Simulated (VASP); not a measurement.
# Rh (P6_3/mmc) in VASP: further runs

Runs on Rh. Level: PBE. Tasks: single point.

Program: VASP 6.6.1. These are calculated values, not measurements. Logs are shortened: lines on timing, memory, paths and dates and some standing lists are left out, and cuts for length are marked.

### Step 1. The cell of the first run

It takes space group P6_3/mmc (No. 194, hexagonal). The conventional cell has a = 2.643 Å, b = 2.643 Å, c = 4.034 Å, α = 90.00°, β = 90.00°, γ = 120.00°. Within 3.3 Å of Rh (site symmetry -6m2) lie 12 Rh at 2.53 to 2.64 Å.

This isn't the form of Rh at room conditions, which is fcc.

### Step 2. Single point, PBE

INCAR reads:

```
SYSTEM = Rh
ALGO     = Fast           ! electronic algorithm
EDIFF    = 1E-6           ! SCF threshold, eV
ENCUT    = 520            ! plane-wave cutoff, eV
GGA      = PE             ! functional
ISIF     = 2              ! what is computed and relaxed
ISMEAR   = 0              ! smearing method
LASPH    = .True.         ! aspherical terms in the spheres
LCHARG   = .False.        ! write CHGCAR
LREAL    = .False.        ! projectors in reciprocal space
LWAVE    = .False.        ! write WAVECAR
NBANDS   = 22             ! bands
NELM     = 80             ! most SCF steps
PREC     = Accurate       ! precision mode
SIGMA    = 0.15           ! smearing width, eV
```

KPOINTS reads:

```
k-points
0
Gamma
  18 18 10
  0 0 0
```

POSCAR reads:

```
Rh
1.0
    2.6431000000      0.0000000000      0.0000000000
   -1.3215500000      2.2889917447      0.0000000000
    0.0000000000      0.0000000000      4.0343000000
Rh
2
Direct
    0.6666666667      0.3333333333      0.7500000000
    0.3333333333      0.6666666667      0.2500000000
```

Potentials or basis: VASP PAW PBE potentials, release 64 (Rh_pv).

The run is started by

```console
$ cat potpaw_PBE.64/Rh_pv/POTCAR > POTCAR
$ mpirun -np 1 vasp_std > vasp.out
```

OUTCAR:

```text
SYSTEM = Rh
   EDIFF = 1E-6
   ENCUT = 520
   GGA = PE
   ISIF = 2
   ISMEAR = 0
   LASPH = .True.
   LREAL = .False.
   NELM = 80
   PREC = Accurate

 ion  position               nearest neighbor table
   1  0.667  0.333  0.750-   2 2.53   2 2.53   2 2.53   2 2.53   2 2.53   2 2.53
   2  0.333  0.667  0.250-   1 2.53   1 2.53   1 2.53   1 2.53   1 2.53   1 2.53

  LATTYP: Found a hexagonal cell.
 ALAT       =     2.6431000000
 C/A-ratio  =     1.5263516326

  Lattice vectors:

 A1 = (   2.6431000000,   0.0000000000,   0.0000000000)
 A2 = (  -1.3215500000,   2.2889917447,   0.0000000000)
 A3 = (   0.0000000000,   0.0000000000,   4.0343000000)

Analysis of symmetry for initial positions (statically):
=====================================================================
 Subroutine PRICEL returns:
 Original cell was already a primitive cell.

 Routine SETGRP: Setting up the symmetry group for a
 hexagonal supercell.

 Subroutine GETGRP returns: Found 24 space group operations
 (whereof 12 operations were pure point group operations)
 out of a pool of 24 trial point group operations.

The static configuration has the point symmetry D_3d.
 The point group associated with its full space group is D_6h.

Analysis of symmetry for dynamics (positions and initial velocities):
=====================================================================
 Subroutine PRICEL returns:
 Original cell was already a primitive cell.

 Routine SETGRP: Setting up the symmetry group for a
 hexagonal supercell.

 Subroutine GETGRP returns: Found 24 space group operations
 (whereof 12 operations were pure point group operations)
 out of a pool of 24 trial point group operations.

The dynamic configuration has the point symmetry D_3d.
 The point group associated with its full space group is D_6h.

 Subroutine INISYM returns: Found 24 space group operations
 (whereof 12 operations are pure point group operations),
 and found     1 'primitive' translations

----------------------------------------------------------------------------------------

                                     Primitive cell

  volume of cell :      24.4077

  direct lattice vectors                    reciprocal lattice vectors
     2.643100000  0.000000000  0.000000000     0.378343612  0.218436786  0.000000000
    -1.321550000  2.288991745  0.000000000     0.000000000  0.436873572  0.000000000
     0.000000000  0.000000000  4.034300000     0.000000000  0.000000000  0.247874476

  length of vectors
     2.643100000  2.643100000  4.034300000     0.436873572  0.436873572  0.247874476

  position of ions in fractional coordinates (direct lattice)
     0.666666667  0.333333333  0.750000000
     0.333333333  0.666666667  0.250000000

  ion indices of the primitive-cell ions
   primitive index   ion index
                 1           1
                 2           2

----------------------------------------------------------------------------------------

 KPOINTS: k-points

Automatic generation of k-mesh.
 Grid dimensions read from file:
 generate k-points for:   18   18   10

 Generating k-lattice:

  Cartesian coordinates                     Fractional coordinates (reciprocal lattice)
     0.021019090  0.012135377  0.000000000     0.055555556  0.000000000  0.000000000
     0.000000000  0.024270754  0.000000000     0.000000000  0.055555556  0.000000000
     0.000000000  0.000000000  0.024787448     0.000000000  0.000000000  0.100000000

  Length of vectors
     0.024270754  0.024270754  0.024787448

  Shift w.r.t. Gamma in fractional coordinates (k-lattice)
     0.000000000  0.000000000  0.000000000

 Subroutine IBZKPT returns following result:
 ===========================================

 Found    222 irreducible k-points:

 Following reciprocal coordinates:
            Coordinates               Weight
  0.000000  0.000000  0.000000      1.000000
  0.055556  0.000000  0.000000      6.000000
  0.111111  0.000000  0.000000      6.000000
  0.166667  0.000000  0.000000      6.000000
  0.222222  0.000000  0.000000      6.000000
  0.277778  0.000000  0.000000      6.000000
[... 16 lines left out ...]
  0.333333  0.111111  0.000000     12.000000
  0.388889  0.111111  0.000000     12.000000
 [... further k-points ...]
   k-points           NKPTS =    222   k-points in BZ     NKDIM =    222   number of bands    NBANDS=     22
   number of dos      NEDOS =    301   number of ions     NIONS =      2
   total plane-waves  NPLWV =  12000
   dimension x,y,z NGX =    20 NGY =   20 NGZ =   30
   dimension x,y,z NGXF=    40 NGYF=   40 NGZF=   60
   ions per type =               2
   NGX,Y,Z   is equivalent  to a cutoff of  12.58, 12.58, 12.36 a.u.
   NGXF,Y,Z  is equivalent  to a cutoff of  25.16, 25.16, 24.72 a.u.
 SYSTEM =  Rh
   PREC   = accura    normal or accurate (medium, high low for compatibility)
   ISTART =      0    job   : 0-new  1-cont  2-samecut
   ICHARG =      2    charge: 1-file 2-atom 10-const
   ISPIN  =      1    spin polarized calculation?
   LNONCOLLINEAR =      F non collinear calculations
   LSORBIT =      F    spin-orbit coupling
   LASPH  =      T    aspherical Exc in radial PAW
   ENCUT  =  520.0 eV  38.22 Ry    6.18 a.u.   4.91  4.91  7.50*2*pi/ulx,y,z
   NELM   =     80;   NELMIN=  2; NELMDL= -5     # of ELM steps
   EDIFF  = 0.1E-05   stopping-criterion for ELM
   LREAL  =      F    real-space projection
   EDIFFG = 0.1E-04   stopping-criterion for IOM
   NSW    =      0    number of steps for IOM
   IBRION =     -1    ionic relax: 0-MD 1-quasi-New 2-CG
   NFREE  =      0    steps in history (QN), initial steepest desc. (CG)
   ISIF   =      2    stress and relaxation
   ISYM   =      2    0-nonsym 1-usesym 2-fastsym
   POTIM  = 0.5000    time-step for ionic-motion
   TEBEG  =    0.0;   TEEND  =   0.0 temperature during run
   PSTRESS=    0.0 pullay stress
   NELECT =      30.0000    total number of electrons
   NUPDOWN=      -1.0000    fix difference up-down
   EMIN   =  10.00;   EMAX   =-10.00  energy-range for DOS
   EFERMI =   0.00;   METHOD = LEGACY
   ISMEAR =     0;   SIGMA  =   0.15  broadening in eV -4-tet -1-fermi 0-gaus
   EFERMI_NEDOS =   21; number of points for ismear=-14 and -15
   IALGO  =     68    algorithm
   IMIX   =      4    mixing-type and parameters
     AMIX     =   0.40;   BMIX     =  1.00
     AMIX_MAG =   1.60;   BMIX_MAG =  1.00
  volume/ion in A,a.u.               =      12.20        82.36
  Fermi-wavevector in a.u.,A,eV,Ry     =   1.753638  3.313895 41.841258  3.075246
  Thomas-Fermi vector in A             =   2.823734
   LORBIT       =      0    0 simple, 1 ext, 2 COOP (PROOUT), +10 PAW based schemes
   GGA     = PE    functional components
   LHFCALC =     F    Hartree Fock is set to
   AEXX    =    0.0000 exact exchange contribution
   IVDW    =     0    specifies the selected vdW correction
   LEPSILON=     F    determine dielectric tensor
   LRPA    =     F    only Hartree local field effects (RPA)
 non-spin polarized calculation
 RMM-DIIS sequential band-by-band and
 Gauss-broadening in eV      SIGMA  =   0.15
  energy-cutoff  :      520.00
  volume of cell :       24.41
 maximum number of plane-waves:       687
 NGX is ok and might be reduce to    20
   NGX =  9   NGY =  9   NGZ = 15

 number of electron      29.9999997 magnetization

 Free energy of the ion-electron system (eV)
  ---------------------------------------------------
  ext. energy  EPLUGINS =         0.00000000
  ---------------------------------------------------
  free energy    TOTEN  =       -13.83327703 eV

  energy without entropy =      -13.80085329  energy(sigma->0) =      -13.81706516

 E-fermi :  14.3818     XC(G=0): -14.8085

 val. band max:       14.3785135759   @ k =   0.3333   0.1667   0.2000
 cond. band min:      14.3825857999   @ k =   0.1111   0.1111   0.4000
 fundamental gap:      0.0040722240
 Fermi energy:        14.3818213544

 k-point     1 :       0.0000    0.0000    0.0000
  band No.  band energies     occupation
      1     -33.5808      2.00000
      2     -32.5487      2.00000
      3     -32.5487      2.00000
      4     -32.3364      2.00000
      5     -32.3364      2.00000
      6     -32.3124      2.00000
[... 14 lines left out ...]
     21      33.3552      0.00000
     22      33.5773      0.00000

 k-point     2 :       0.0556    0.0000    0.0000
  band No.  band energies     occupation
      1     -33.5698      2.00000
      2     -32.5691      2.00000
      3     -32.5562      2.00000
      4     -32.3581      2.00000
      5     -32.3386      2.00000
      6     -32.3185      2.00000
[... 14 lines left out ...]
     21      33.4732      0.00000
     22      33.7163      0.00000

 k-point     3 :       0.1111    0.0000    0.0000
  band No.  band energies     occupation
      1     -33.5373      2.00000
      2     -32.6280      2.00000
      3     -32.5777      2.00000
      4     -32.4202      2.00000
      5     -32.3456      2.00000
      6     -32.3368      2.00000
[... 14 lines left out ...]
     21      33.7742      0.00000
     22      33.9228      0.00000

 k-point     4 :       0.1667    0.0000    0.0000
  band No.  band energies     occupation
      1     -33.4853      2.00000
      2     -32.7184      2.00000
      3     -32.6096      2.00000
      4     -32.5136      2.00000
      5     -32.3671      2.00000
      6     -32.3570      2.00000
[... 14 lines left out ...]
     21      33.6173      0.00000
     22      33.7646      0.00000

 k-point     5 :       0.2222    0.0000    0.0000
  band No.  band energies     occupation
      1     -33.4169      2.00000
      2     -32.8297      2.00000
      3     -32.6475      2.00000
      4     -32.6256      2.00000
      5     -32.4088      2.00000
      6     -32.3720      2.00000
[... 14 lines left out ...]
     21      32.6187      0.00000
     22      32.6708      0.00000

 k-point     6 :       0.2778    0.0000    0.0000
  band No.  band energies     occupation
      1     -33.3363      2.00000
      2     -32.9485      2.00000
      3     -32.7416      2.00000
      4     -32.6866      2.00000
      5     -32.4608      2.00000
      6     -32.3889      2.00000
[... 14 lines left out ...]
     21      31.0695      0.00000
     22      31.5745      0.00000

 k-point     7 :       0.3333    0.0000    0.0000
  band No.  band energies     occupation
      1     -33.2496      2.00000
      2     -33.0604      2.00000
      3     -32.8479      2.00000
      4     -32.7225      2.00000
      5     -32.5206      2.00000
      6     -32.4055      2.00000
[... 324 lines left out ...]
      6     -32.4052      2.00000
[... 14 lines left out ...]
     21      30.5497      0.00000
     22      32.6016      0.00000

 k-point    21 :       0.2222    0.1111    0.0000
  band No.  band energies     occupation
      1     -33.3097      2.00000
      2     -32.9415      2.00000
      3     -32.8331      2.00000
      4     -32.6512      2.00000
      5     -32.4786      2.00000
      6     -32.4303      2.00000
[... 14 lines left out ...]
     21      29.3622      0.00000
     22      31.6458      0.00000

 k-point    22 :       0.2778    0.1111    0.0000
  band No.  band energies     occupation
      1     -33.2244      2.00000
      2     -33.0472      2.00000
      3     -32.8952      2.00000
      4     -32.7157      2.00000
      5     -32.5386      2.00000
      6     -32.4526      2.00000
[... 14 lines left out ...]
     21      28.1758      0.00000
     22      30.8519      0.00000

 k-point    23 :       0.3333    0.1111    0.0000
  band No.  band energies     occupation
      1     -33.1406      2.00000
      2     -33.1341      2.00000
      3     -32.9436      2.00000
      4     -32.7687      2.00000
      5     -32.6017      2.00000
      6     -32.4705      2.00000
[... 14 lines left out ...]
     21      27.1307      0.00000
     22      30.2257      0.00000

 k-point    24 :       0.3889    0.1111    0.0000
  band No.  band energies     occupation
      1     -33.1908      2.00000
      2     -33.0723      2.00000
      3     -32.9748      2.00000
      4     -32.8031      2.00000
      5     -32.6564      2.00000
      6     -32.4821      2.00000
[... 14 lines left out ...]
     21      26.9271      0.00000
     22      29.7608      0.00000

 [... further k-points ...]

------------------------ aborting loop because EDIFF is reached ----------------------------------------

  FORCE on cell =-STRESS in cart. coord.  units (eV):
  Direction    XX          YY          ZZ          XY          YZ          ZX
  --------------------------------------------------------------------------------------
  -------------------------------------------------------------------------------------
  Total        7.0880175      7.0880175     11.1308930     -0.0000000      0.0000000      0.0000000
  in kB      465.2746099    465.2746099    730.6587306     -0.0000000      0.0000000      0.0000000
  external PRESSURE =     553.7359835 kB  Pullay stress =       0.0000000 kB

 VOLUME and BASIS-vectors are now :
 -----------------------------------------------------------------------------
  energy-cutoff  :      520.00
  volume of cell :       24.41
      direct lattice vectors                 reciprocal lattice vectors
     2.643100000  0.000000000  0.000000000     0.378343612  0.218436786  0.000000000
    -1.321550000  2.288991745  0.000000000     0.000000000  0.436873572  0.000000000
     0.000000000  0.000000000  4.034300000     0.000000000  0.000000000  0.247874476

 POSITION                                       TOTAL-FORCE (eV/Angst)
 -----------------------------------------------------------------------------------
      1.32155      0.76300      3.02572        -0.000000      0.000000      0.000000
     -0.00000      1.52599      1.00857         0.000000     -0.000000      0.000000
 -----------------------------------------------------------------------------------
    total drift:                               -0.000000      0.000000     -0.000000

  FREE ENERGIE OF THE ION-ELECTRON SYSTEM (eV)
  ---------------------------------------------------
  free  energy   TOTEN  =       -13.8332770295 eV

  energy  without entropy=      -13.8008532947  energy(sigma->0) =      -13.81706516
```

Run time: 64 s. Hardware: 1 thread of Intel Xeon Platinum 8488C (Sapphire Rapids), shared host; peak memory 0.2 GiB.

Results:

```yaml
Free_energy: -13.8333 eV
Pressure: 55.4 GPa
Band_gap_on_the_k_mesh: zero (bands 15 and 16 overlap by 2.70 eV)
```

Stress tensor (GPa, compression positive):
```
46.53  0.00  0.00
 0.00 46.53  0.00
 0.00  0.00 73.07
```

Levels at points of the mesh, in eV from the Fermi level:
```csv
k point,band 12,band 13,band 14,band 15,band 16,band 17,band 18,band 19
"(0.00, 0.00, 0.00)",-2.96,-2.96,-2.81,-2.81,0.11,0.11,1.29,10.76
"(0.50, 0.00, 0.00)",-2.80,-2.40,0.16,0.67,1.00,3.27,5.59,11.37
"(0.00, 0.00, 0.50)",-4.03,-3.51,-3.51,-0.50,-0.50,-0.50,-0.50,15.01
"(0.50, 0.00, 0.50)",-2.30,-0.48,-0.48,0.48,0.48,2.82,2.82,10.45
```

Caveat: the cell stands under pressure.

### Step 3. Single point, PBE

This run uses another cell than the first one, of 12.16 Å³/atom.

INCAR reads:

```
PREC = Accurate
ENCUT = 520
EDIFF = 1E-7
ISMEAR = 0
SIGMA = 0.15
LREAL = F
LASPH = T
NELM = 100
ALGO = Fast
ISIF = 2
LWAVE = F
LCHARG = F
GGA = PE
NBANDS = 22
```

KPOINTS reads:

```
Automatic mesh
0
Gamma
  18 18 10
```

POSCAR reads:

```
Rh
1.0
    2.6159000000      0.0000000000      0.0000000000
   -1.3079500000      2.2654358537      0.0000000000
    0.0000000000      0.0000000000      4.1045000000
Rh
2
Direct
    0.6666666667      0.3333333333      0.7500000000
    0.3333333333      0.6666666667      0.2500000000
```

Potentials or basis: VASP PAW PBE potentials, release 64 (Rh_pv).

The run is started by

```console
$ cat potpaw_PBE.64/Rh_pv/POTCAR > POTCAR
$ mpirun -np 1 vasp_std > vasp.out
```

OUTCAR:

```text
PREC = Accurate
   ENCUT = 520
   EDIFF = 1E-7
   ISMEAR = 0
   LREAL = F
   LASPH = T
   NELM = 100
   ISIF = 2
   GGA = PE

 ion  position               nearest neighbor table
   1  0.667  0.333  0.750-   2 2.55   2 2.55   2 2.55   2 2.55   2 2.55   2 2.55
   2  0.333  0.667  0.250-   1 2.55   1 2.55   1 2.55   1 2.55   1 2.55   1 2.55

  LATTYP: Found a hexagonal cell.
 ALAT       =     2.6159000000
 C/A-ratio  =     1.5690584502

  Lattice vectors:

[... 788 lines left out ...]

 [... further k-points ...]

------------------------ aborting loop because EDIFF is reached ----------------------------------------

  FORCE on cell =-STRESS in cart. coord.  units (eV):
  Direction    XX          YY          ZZ          XY          YZ          ZX
  --------------------------------------------------------------------------------------
  -------------------------------------------------------------------------------------
  Total        7.7333599      7.7333599      9.9187154      0.0000000     -0.0000000      0.0000000
  in kB      509.3843941    509.3843941    653.3303687      0.0000000     -0.0000000      0.0000000
  external PRESSURE =     557.3663857 kB  Pullay stress =       0.0000000 kB

 VOLUME and BASIS-vectors are now :
 -----------------------------------------------------------------------------
  energy-cutoff  :      520.00
  volume of cell :       24.32
      direct lattice vectors                 reciprocal lattice vectors
     2.615900000  0.000000000  0.000000000     0.382277610  0.220708081  0.000000000
    -1.307950000  2.265435854  0.000000000     0.000000000  0.441416162  0.000000000
     0.000000000  0.000000000  4.104500000     0.000000000  0.000000000  0.243635035

 POSITION                                       TOTAL-FORCE (eV/Angst)
 -----------------------------------------------------------------------------------
      1.30795      0.75515      3.07837         0.000000     -0.000000      0.000000
     -0.00000      1.51029      1.02612        -0.000000      0.000000      0.000000
 -----------------------------------------------------------------------------------
    total drift:                                0.000000     -0.000000      0.000000

  FREE ENERGIE OF THE ION-ELECTRON SYSTEM (eV)
  ---------------------------------------------------
  free  energy   TOTEN  =       -13.8620693988 eV

  energy  without entropy=      -13.8332931615  energy(sigma->0) =      -13.84768128
```

Run time: 73 s. Hardware: 1 thread of Intel Xeon Platinum 8488C (Sapphire Rapids), shared host; peak memory 0.2 GiB.

What came out:

```
Free energy            : -13.8621 eV
Pressure               : 55.7 GPa
Band gap on the k mesh : zero (bands 15 and 16 overlap by 2.90 eV)
```

Stress tensor (GPa, compression positive):
```
50.94  0.00  0.00
 0.00 50.94  0.00
 0.00  0.00 65.33
```

Caveat: the cell stands under pressure.

### Step 4. Single point, PBE

This run uses another cell than the first one, of 12.32 Å³/atom.

INCAR reads:

```
SYSTEM = Rh
PREC = Accurate
ENCUT = 520
EDIFF = 1E-7
ISMEAR = 0
SIGMA = 0.15
LREAL = .False.
LASPH = .True.
NELM = 80
ALGO = Normal
ISIF = 2
LWAVE = .False.
LCHARG = .False.
GGA = PE
NBANDS = 22
```

KPOINTS reads:

```
Automatic mesh
0
Gamma
  18 18 10
  0 0 0
```

POSCAR reads:

```
Rh
1.0
    2.5886000000      0.0000000000      0.0000000000
   -1.2943000000      2.2417933602      0.0000000000
    0.0000000000      0.0000000000      4.2448000000
Rh
2
Direct
    0.6666666667      0.3333333333      0.7500000000
    0.3333333333      0.6666666667      0.2500000000
```

The run is started by

```console
$ cat potpaw_PBE.64/Rh_pv/POTCAR > POTCAR
$ mpirun -np 1 vasp_std > vasp.out
```

It took 76 s on 1 thread of Intel Xeon Platinum 8488C (Sapphire Rapids), shared host; peak memory 0.21 GiB.

The run converged. Its results:

```
Free energy            : -13.9789 eV
Pressure               : 48.9 GPa
Band gap on the k mesh : zero (bands 15 and 16 overlap by 2.94 eV)
```

Stress tensor (GPa, compression positive):
```
51.00  0.00  0.00
 0.00 51.00  0.00
 0.00  0.00 44.55
```

Levels at points of the mesh, in eV from the Fermi level:
```
           k point  band 12  band 13  band 14  band 15  band 16  band 17  band 18  band 19
(0.00, 0.00, 0.00)    -3.01    -3.01    -2.16    -2.16     0.17     0.17     0.47     9.60
(0.50, 0.00, 0.00)    -2.70    -2.47     0.61     0.72     0.96     3.47     5.84    11.24
(0.00, 0.00, 0.50)    -3.70    -3.70    -3.70    -0.50    -0.50    -0.50    -0.50    15.09
(0.50, 0.00, 0.50)    -1.95    -0.39    -0.39     0.82     0.82     2.92     2.92    10.55
```

Caveat: the cell stands under pressure.

[end of part 1 of 2]
